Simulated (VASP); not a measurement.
A run of VASP 6.6.1 is set up as follows.

The input INCAR:

```
SYSTEM = Li3Hg2
ALGO = Fast ; EDIFF = 1E-6
ENCUT = 520 ; GGA = PE
ISIF = 2 ; ISMEAR = 0
LASPH = .True. ; LCHARG = .False.
LREAL = .False. ; LWAVE = .False.
NBANDS = 24 ; NELM = 100
PREC = Accurate ; SIGMA = 0.1
```

Contents of KPOINTS:

```
k-points
0
Gamma
  10 10 6
  0 0 0
```

POSCAR

```
Li3Hg2
1.0
    3.8262199594      0.0000000000      0.0000000000
    0.0000000000      3.8262199594      0.0000000000
    0.0000000000      0.0000000000      6.8957707751
Li Hg
3 2
Direct
    0.5000000000      0.0000000000      0.0000000000
    0.0000000000      0.5000000000      0.0000000000
    0.5000000000      0.5000000000      0.5000000000
    0.0000000000      0.0000000000      0.7085570934
    0.0000000000      0.0000000000      0.2914429066
```

Potentials or basis: VASP PAW PBE potentials, release 64 (Li_sv, Hg).

Command:

```sh
$ cat potpaw_PBE.64/Li_sv/POTCAR potpaw_PBE.64/Hg/POTCAR > POTCAR
$ mpirun -np 1 vasp_std > vasp.out
```

(1) What does it give for the band gap on the k mesh?

(2) What does it give for the largest force?

## Answers

(1) zero (an odd number of electrons rules out a gap without spin polarisation).

(2) 0.030 eV/Å.

Caveat: spin-orbit coupling is left out, which moves the levels of the heavy elements.
